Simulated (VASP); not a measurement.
# Sb (Fm-3m) in VASP: notebook

Aim: see how the results for Sb move with the level of theory and the settings. Levels: PBE, LDA. Tasks: single point.

Everything below comes from runs of VASP 6.6.1. Logs are shortened: lines on timing, memory, paths and dates and some standing lists are left out, and cuts for length are marked.

### 1 The cell of the first run

Symmetry: Fm-3m, No. 225, cubic system. The conventional cell has a = 3.721 Å, b = 3.721 Å, c = 3.721 Å, α = 90.00°, β = 90.00°, γ = 90.00°. Sb (site symmetry m-3m) has 12 Sb at 2.63 Å within 3.5 Å.

### 2 Single point, PBE

The input, INCAR:

```
SYSTEM = Sb
ALGO     = Normal         ! electronic algorithm
EDIFF    = 1E-6           ! SCF threshold, eV
ENCUT    = 500            ! plane-wave cutoff, eV
GGA      = PE             ! functional
GGA_COMPAT= .FALSE.      
ISIF     = 2              ! what is computed and relaxed
ISMEAR   = -1             ! smearing method
LASPH    = .TRUE.         ! aspherical terms in the spheres
LCHARG   = .FALSE.        ! write CHGCAR
LREAL    = .FALSE.        ! projectors in reciprocal space
LWAVE    = .FALSE.        ! write WAVECAR
NBANDS   = 8              ! bands
NELM     = 120            ! most SCF steps
PREC     = Accurate       ! precision mode
SIGMA    = 0.1            ! smearing width, eV
```

The input, KPOINTS:

```
k-points
0
G
  15 15 15
  0 0 0
```

The input, POSCAR:

```
Sb
1.0
    0.0000000000      1.8604013211      1.8604013211
    1.8604013211      0.0000000000      1.8604013211
    1.8604013211      1.8604013211      0.0000000000
Sb
1
Direct
    0.0000000000      0.0000000000      0.0000000000
```

Potentials or basis: VASP PAW PBE potentials, release 64 (Sb).

Run with:

```sh
> cat potpaw_PBE.64/Sb/POTCAR > POTCAR
> mpirun -np 1 vasp_std > vasp.out
```

OUTCAR:

```text
SYSTEM = Sb
   EDIFF = 1E-6
   ENCUT = 500
   GGA = PE
   ISIF = 2
   ISMEAR = -1
   LASPH = .TRUE.
   LREAL = .FALSE.
   NELM = 120
   PREC = Accurate

 ion  position               nearest neighbor table
   1  0.000  0.000  0.000-

  LATTYP: Found a face centered cubic cell.
 ALAT       =     3.7208026422

  Lattice vectors:

 A1 = (   0.0000000000,   1.8604013211,   1.8604013211)
 A2 = (   1.8604013211,   0.0000000000,   1.8604013211)
 A3 = (   1.8604013211,   1.8604013211,   0.0000000000)

Analysis of symmetry for initial positions (statically):
=====================================================================
 Subroutine PRICEL returns:
 Original cell was already a primitive cell.

 Routine SETGRP: Setting up the symmetry group for a
 face centered cubic supercell.

 Subroutine GETGRP returns: Found 48 space group operations
 (whereof 48 operations were pure point group operations)
 out of a pool of 48 trial point group operations.

The static configuration has the point symmetry O_h .

Analysis of symmetry for dynamics (positions and initial velocities):
=====================================================================
 Subroutine PRICEL returns:
 Original cell was already a primitive cell.

 Routine SETGRP: Setting up the symmetry group for a
 face centered cubic supercell.

 Subroutine GETGRP returns: Found 48 space group operations
 (whereof 48 operations were pure point group operations)
 out of a pool of 48 trial point group operations.

The dynamic configuration has the point symmetry O_h .

 Subroutine INISYM returns: Found 48 space group operations
 (whereof 48 operations are pure point group operations),
 and found     1 'primitive' translations

----------------------------------------------------------------------------------------

                                     Primitive cell

  volume of cell :      12.8780

  direct lattice vectors                    reciprocal lattice vectors
     0.000000000  1.860401321  1.860401321    -0.268759216  0.268759216  0.268759216
     1.860401321  0.000000000  1.860401321     0.268759216 -0.268759216  0.268759216
     1.860401321  1.860401321  0.000000000     0.268759216  0.268759216 -0.268759216

  length of vectors
     2.631004780  2.631004780  2.631004780     0.465504617  0.465504617  0.465504617

  position of ions in fractional coordinates (direct lattice)
     0.000000000  0.000000000  0.000000000

  ion indices of the primitive-cell ions
   primitive index   ion index
                 1           1

----------------------------------------------------------------------------------------

 KPOINTS: k-points

Automatic generation of k-mesh.
 Grid dimensions read from file:
 generate k-points for:   15   15   15

 Generating k-lattice:

  Cartesian coordinates                     Fractional coordinates (reciprocal lattice)
    -0.017917281  0.017917281  0.017917281     0.066666667  0.000000000  0.000000000
     0.017917281 -0.017917281  0.017917281     0.000000000  0.066666667  0.000000000
     0.017917281  0.017917281 -0.017917281     0.000000000  0.000000000  0.066666667

  Length of vectors
     0.031033641  0.031033641  0.031033641

  Shift w.r.t. Gamma in fractional coordinates (k-lattice)
     0.000000000  0.000000000  0.000000000

 Subroutine IBZKPT returns following result:
 ===========================================

 Found    120 irreducible k-points:

 Following reciprocal coordinates:
            Coordinates               Weight
  0.000000  0.000000  0.000000      1.000000
  0.066667  0.000000  0.000000      8.000000
  0.133333  0.000000  0.000000      8.000000
  0.200000  0.000000  0.000000      8.000000
  0.266667  0.000000  0.000000      8.000000
  0.333333  0.000000  0.000000      8.000000
[... 16 lines left out ...]
  0.133333  0.133333  0.000000      6.000000
  0.200000  0.133333  0.000000     24.000000
 [... further k-points ...]
   k-points           NKPTS =    120   k-points in BZ     NKDIM =    120   number of bands    NBANDS=      8
   number of dos      NEDOS =    301   number of ions     NIONS =      1
   total plane-waves  NPLWV =   8000
   dimension x,y,z NGX =    20 NGY =   20 NGZ =   20
   dimension x,y,z NGXF=    40 NGYF=   40 NGZF=   40
   ions per type =               1
   NGX,Y,Z   is equivalent  to a cutoff of  12.64, 12.64, 12.64 a.u.
   NGXF,Y,Z  is equivalent  to a cutoff of  25.27, 25.27, 25.27 a.u.
 SYSTEM =  Sb
   PREC   = accura    normal or accurate (medium, high low for compatibility)
   ISTART =      0    job   : 0-new  1-cont  2-samecut
   ICHARG =      2    charge: 1-file 2-atom 10-const
   ISPIN  =      1    spin polarized calculation?
   LNONCOLLINEAR =      F non collinear calculations
   LSORBIT =      F    spin-orbit coupling
   LASPH  =      T    aspherical Exc in radial PAW
   ENCUT  =  500.0 eV  36.75 Ry    6.06 a.u.   4.80  4.80  4.80*2*pi/ulx,y,z
   NELM   =    120;   NELMIN=  2; NELMDL= -5     # of ELM steps
   EDIFF  = 0.1E-05   stopping-criterion for ELM
   LREAL  =      F    real-space projection
   EDIFFG = 0.1E-04   stopping-criterion for IOM
   NSW    =      0    number of steps for IOM
   IBRION =     -1    ionic relax: 0-MD 1-quasi-New 2-CG
   NFREE  =      0    steps in history (QN), initial steepest desc. (CG)
   ISIF   =      2    stress and relaxation
   ISYM   =      2    0-nonsym 1-usesym 2-fastsym
   POTIM  = 0.5000    time-step for ionic-motion
   TEBEG  =    0.0;   TEEND  =   0.0 temperature during run
   PSTRESS=    0.0 pullay stress
   NELECT =       5.0000    total number of electrons
   NUPDOWN=      -1.0000    fix difference up-down
   EMIN   =  10.00;   EMAX   =-10.00  energy-range for DOS
   EFERMI =   0.00;   METHOD = LEGACY
   ISMEAR =    -1;   SIGMA  =   0.10  broadening in eV -4-tet -1-fermi 0-gaus
   EFERMI_NEDOS =   21; number of points for ismear=-14 and -15
   IALGO  =     38    algorithm
   IMIX   =      4    mixing-type and parameters
     AMIX     =   0.40;   BMIX     =  1.00
     AMIX_MAG =   1.60;   BMIX_MAG =  1.00
  volume/ion in A,a.u.               =      12.88        86.91
  Fermi-wavevector in a.u.,A,eV,Ry     =   1.194304  2.256907 19.406832  1.426362
  Thomas-Fermi vector in A             =   2.330297
   LORBIT       =      0    0 simple, 1 ext, 2 COOP (PROOUT), +10 PAW based schemes
   GGA     = PE    functional components
   LHFCALC =     F    Hartree Fock is set to
   AEXX    =    0.0000 exact exchange contribution
   IVDW    =     0    specifies the selected vdW correction
   LEPSILON=     F    determine dielectric tensor
   LRPA    =     F    only Hartree local field effects (RPA)
 non-spin polarized calculation
  energy-cutoff  :      500.00
  volume of cell :       12.88
 maximum number of plane-waves:       335
   NGX =  9   NGY =  9   NGZ =  9

 number of electron       5.0000000 magnetization

 Free energy of the ion-electron system (eV)
  ---------------------------------------------------
  ext. energy  EPLUGINS =         0.00000000
  ---------------------------------------------------
  free energy    TOTEN  =         1.98808640 eV

  energy without entropy =        2.00443062  energy(sigma->0) =        1.99625851

 E-fermi :  22.2417     XC(G=0): -13.7791

 val. band max:       22.2206835961   @ k =   0.4000   0.3333   0.0000
 cond. band min:      22.2622227701   @ k =  -0.2000   0.1333   0.0000
 fundamental gap:      0.0415391741
 Fermi energy:        22.2416892528

 k-point     1 :       0.0000    0.0000    0.0000
  band No.  band energies     occupation
      1       0.6648      2.00000
      2      30.6678      0.00000
      3      33.6249      0.00000
      4      33.6249      0.00000
      5      33.6249      0.00000
      6      35.0372      0.00000
      7      35.0372      0.00000
      8      35.0372      0.00000

 k-point     2 :       0.0667    0.0000    0.0000
  band No.  band energies     occupation
      1       0.8275      2.00000
      2      30.0452      0.00000
      3      32.0742      0.00000
      4      33.1572      0.00000
      5      33.1572      0.00000
      6      35.6502      0.00000
      7      35.6502      0.00000
      8      36.4765      0.00000

 k-point     3 :       0.1333    0.0000    0.0000
  band No.  band energies     occupation
      1       1.3177      2.00000
      2      27.3974      0.00000
      3      31.5327      0.00000
      4      32.4531      0.00000
      5      32.4531      0.00000
      6      36.6696      0.00000
      7      36.6696      0.00000
      8      37.5741      0.00000

 k-point     4 :       0.2000    0.0000    0.0000
  band No.  band energies     occupation
      1       2.1400      2.00000
      2      24.0553      0.00000
      3      31.3785      0.00000
      4      31.8160      0.00000
      5      31.8160      0.00000
      6      36.6615      0.00000
      7      36.6615      0.00000
      8      37.7657      0.00000

 k-point     5 :       0.2667    0.0000    0.0000
  band No.  band energies     occupation
      1       3.3006      2.00000
      2      20.6418      2.00000
      3      31.1099      0.00000
      4      31.2646      0.00000
      5      31.2646      0.00000
      6      35.5848      0.00000
      7      35.5848      0.00000
      8      37.4263      0.00000

 k-point     6 :       0.3333    0.0000    0.0000
  band No.  band energies     occupation
      1       4.8049      2.00000
      2      17.3334      2.00000
      3      30.7382      0.00000
      4      30.7953      0.00000
      5      30.7953      0.00000
      6      34.6185      0.00000
      7      34.6185      0.00000
      8      37.1133      0.00000

 k-point     7 :       0.4000    0.0000    0.0000
  band No.  band energies     occupation
      1       6.6546      2.00000
      2      14.2305      2.00000
      3      30.3949      0.00000
      4      30.4307      0.00000
      5      30.4307      0.00000
      6      33.9573      0.00000
      7      33.9573      0.00000
      8      36.9366      0.00000
[... 133 lines left out ...]
 k-point    20 :      -0.2000    0.0667    0.0000
  band No.  band energies     occupation
      1       2.6356      2.00000
      2      23.0345      0.00072
      3      28.4856      0.00000
      4      32.5174      0.00000
      5      33.4895      0.00000
      6      35.1825      0.00000
      7      35.5793      0.00000
      8      37.9977      0.00000

 k-point    21 :      -0.1333    0.0667    0.0000
  band No.  band energies     occupation
      1       1.7004      2.00000
      2      26.4159      0.00000
      3      29.0717      0.00000
      4      32.7281      0.00000
      5      34.0270      0.00000
      6      35.9408      0.00000
      7      36.0137      0.00000
      8      37.1703      0.00000

 k-point    22 :      -0.0667    0.0667    0.0000
  band No.  band energies     occupation
      1       1.0995      2.00000
      2      29.1401      0.00000
      3      30.2687      0.00000
      4      32.5865      0.00000
      5      34.2003      0.00000
      6      35.1566      0.00000
      7      36.2202      0.00000
      8      37.9902      0.00000

 k-point    23 :       0.1333    0.1333    0.0000
  band No.  band energies     occupation
      1       1.5348      2.00000
      2      29.4011      0.00000
      3      29.8218      0.00000
      4      29.8218      0.00000
      5      31.7402      0.00000
      6      35.2413      0.00000
      7      37.6535      0.00000
      8      38.5791      0.00000

 k-point    24 :       0.2000    0.1333    0.0000
  band No.  band energies     occupation
      1       2.1365      2.00000
      2      26.7187      0.00000
      3      28.8243      0.00000
      4      29.7965      0.00000
      5      32.0384      0.00000
      6      33.6145      0.00000
      7      37.8794      0.00000
      8      39.4189      0.00000

 [... further k-points ...]
[... 5 lines left out ...]
  --------------------------------------------------------------------------------------
  -------------------------------------------------------------------------------------
  Total       21.1141706     21.1141706     21.1141706      0.0000000     -0.0000000     -0.0000000
  in kB     2626.8465025   2626.8465025   2626.8465025      0.0000000     -0.0000000     -0.0000000
  external PRESSURE =    2626.8465025 kB  Pullay stress =       0.0000000 kB

 VOLUME and BASIS-vectors are now :
 -----------------------------------------------------------------------------
  energy-cutoff  :      500.00
  volume of cell :       12.88
      direct lattice vectors                 reciprocal lattice vectors
     0.000000000  1.860401321  1.860401321    -0.268759216  0.268759216  0.268759216
     1.860401321  0.000000000  1.860401321     0.268759216 -0.268759216  0.268759216
     1.860401321  1.860401321  0.000000000     0.268759216  0.268759216 -0.268759216

 POSITION                                       TOTAL-FORCE (eV/Angst)
 -----------------------------------------------------------------------------------
      0.00000      0.00000      0.00000         0.000000      0.000000     -0.000000
 -----------------------------------------------------------------------------------
    total drift:                                0.000000      0.000000     -0.000000

  FREE ENERGIE OF THE ION-ELECTRON SYSTEM (eV)
  ---------------------------------------------------
  free  energy   TOTEN  =         1.9880863989 eV

  energy  without entropy=        2.0044306202  energy(sigma->0) =        1.99625851
```

It took 6.7 s on 1 thread of Intel Xeon 6975P-C, shared host; peak memory 0.13 GiB.

What came out:

```yaml
Free_energy: 1.9881 eV
Pressure: 262.7 GPa
```

Levels at points of the mesh, in eV from the Fermi level:
| k point | band 1 | band 2 | band 3 | band 4 | band 5 |
| --- | --- | --- | --- | --- | --- |
| (0.00, 0.00, 0.00) | -21.58 | 8.43 | 11.38 | 11.38 | 11.38 |

Caveat: spin-orbit coupling is left out, which moves the levels of the heavy elements.

### 3 Single point, LDA

The input, INCAR:

```
ALGO = Normal ; EDIFF = 1E-6
ENCUT = 500 ; GGA = CA
GGA_COMPAT = F ; ISIF = 2
ISMEAR = -1 ; LASPH = T
LCHARG = F ; LREAL = F
LWAVE = F ; NBANDS = 8
NELM = 120 ; PREC = Accurate
SIGMA = 0.1
```

The input, KPOINTS:

```
k-points
0
Gamma
  15 15 15
```

POSCAR is that of step 2.

Potentials or basis: VASP PAW LDA potentials, release 64 (Sb).

Run with:

```sh
> cat potpaw_LDA.64/Sb/POTCAR > POTCAR
> mpirun -np 1 vasp_std > vasp.out
```

OUTCAR:

```text
EDIFF = 1E-6
   ENCUT = 500
   GGA = CA
   ISIF = 2
   ISMEAR = -1
   LASPH = T
   LREAL = F
   NELM = 120
   PREC = Accurate

 ion  position               nearest neighbor table
   1  0.000  0.000  0.000-

  LATTYP: Found a face centered cubic cell.
 ALAT       =     3.7208026422

  Lattice vectors:

 A1 = (   0.0000000000,   1.8604013211,   1.8604013211)
 A2 = (   1.8604013211,   0.0000000000,   1.8604013211)
 A3 = (   1.8604013211,   1.8604013211,   0.0000000000)

Analysis of symmetry for initial positions (statically):
=====================================================================
 Subroutine PRICEL returns:
 Original cell was already a primitive cell.

 Routine SETGRP: Setting up the symmetry group for a
 face centered cubic supercell.

 Subroutine GETGRP returns: Found 48 space group operations
 (whereof 48 operations were pure point group operations)
 out of a pool of 48 trial point group operations.

The static configuration has the point symmetry O_h .

Analysis of symmetry for dynamics (positions and initial velocities):
=====================================================================
 Subroutine PRICEL returns:
[... 153 lines left out ...]

 E-fermi :  22.3153     XC(G=0): -13.8463

 val. band max:       22.2991241639   @ k =   0.4000   0.3333   0.0000
 cond. band min:      22.3257204474   @ k =   0.4000   0.2667   0.1333
 fundamental gap:      0.0265962835
 Fermi energy:        22.3152573307

 k-point     1 :       0.0000    0.0000    0.0000
  band No.  band energies     occupation
      1       0.7387      2.00000
      2      30.7725      0.00000
      3      33.6133      0.00000
      4      33.6133      0.00000
      5      33.6133      0.00000
      6      34.5231      0.00000
      7      34.5231      0.00000
      8      34.5231      0.00000
[... 243 lines left out ...]
 k-point    24 :       0.2000    0.1333    0.0000
  band No.  band energies     occupation
      1       2.2121      2.00000
      2      26.7650      0.00000
      3      28.8072      0.00000
      4      29.8138      0.00000
      5      31.9998      0.00000
      6      33.4806      0.00000
      7      37.4207      0.00000
      8      38.8070      0.00000

 [... further k-points ...]
[... 5 lines left out ...]
  --------------------------------------------------------------------------------------
  -------------------------------------------------------------------------------------
  Total       20.0184909     20.0184909     20.0184909      0.0000000     -0.0000000      0.0000000
  in kB     2490.5312952   2490.5312952   2490.5312952      0.0000000     -0.0000000      0.0000000
  external PRESSURE =    2490.5312952 kB  Pullay stress =       0.0000000 kB

 VOLUME and BASIS-vectors are now :
 -----------------------------------------------------------------------------
  energy-cutoff  :      500.00
  volume of cell :       12.88
      direct lattice vectors                 reciprocal lattice vectors
     0.000000000  1.860401321  1.860401321    -0.268759216  0.268759216  0.268759216
     1.860401321  0.000000000  1.860401321     0.268759216 -0.268759216  0.268759216
     1.860401321  1.860401321  0.000000000     0.268759216  0.268759216 -0.268759216

 POSITION                                       TOTAL-FORCE (eV/Angst)
 -----------------------------------------------------------------------------------
      0.00000      0.00000      0.00000        -0.000000      0.000000      0.000000
 -----------------------------------------------------------------------------------
    total drift:                                0.000000      0.000000     -0.000000

  FREE ENERGIE OF THE ION-ELECTRON SYSTEM (eV)
  ---------------------------------------------------
  free  energy   TOTEN  =         0.6580982490 eV

  energy  without entropy=        0.6754400665  energy(sigma->0) =        0.66676916
```

OSZICAR:

```text
N       E                     dE             d eps       ncg     rms          rms(c)
DAV:   1     0.968600080381E+01    0.96860E+01   -0.18723E+03  2232   0.421E+02
DAV:   2     0.567609409362E+00   -0.91184E+01   -0.86982E+01  2448   0.615E+01
DAV:   3     0.479093093357E+00   -0.88516E-01   -0.86637E-01  2464   0.661E+00
DAV:   4     0.478875534705E+00   -0.21756E-03   -0.21755E-03  2800   0.340E-01
DAV:   5     0.478875251238E+00   -0.28347E-06   -0.28163E-06  2528   0.770E-03    0.740E+00
DAV:   6     0.597596331895E+00    0.11872E+00   -0.16748E-02  2464   0.924E-01    0.467E+00
DAV:   7     0.656696283918E+00    0.59100E-01   -0.33759E-02  2552   0.133E+00    0.116E-01
DAV:   8     0.658096374459E+00    0.14001E-02   -0.19111E-03  2280   0.302E-01    0.261E-02
DAV:   9     0.658091320168E+00   -0.50543E-05   -0.11988E-05  2968   0.262E-02    0.522E-03
DAV:  10     0.658098042076E+00    0.67219E-05   -0.23074E-06  2360   0.109E-02    0.669E-03
DAV:  11     0.658098249004E+00    0.20693E-06   -0.95642E-08  2360   0.233E-03
   1 F= 0.65809825E+00 E0= 0.66676916E+00  d E =-.173418E-01
```

Wall time 8 s (1 thread of Intel Xeon 6975P-C, shared host); peak memory 0.12 GiB.

Results:

```yaml
Free_energy: 0.6581 eV
Pressure: 249.1 GPa
```

Caveat: spin-orbit coupling is left out, which moves the levels of the heavy elements.
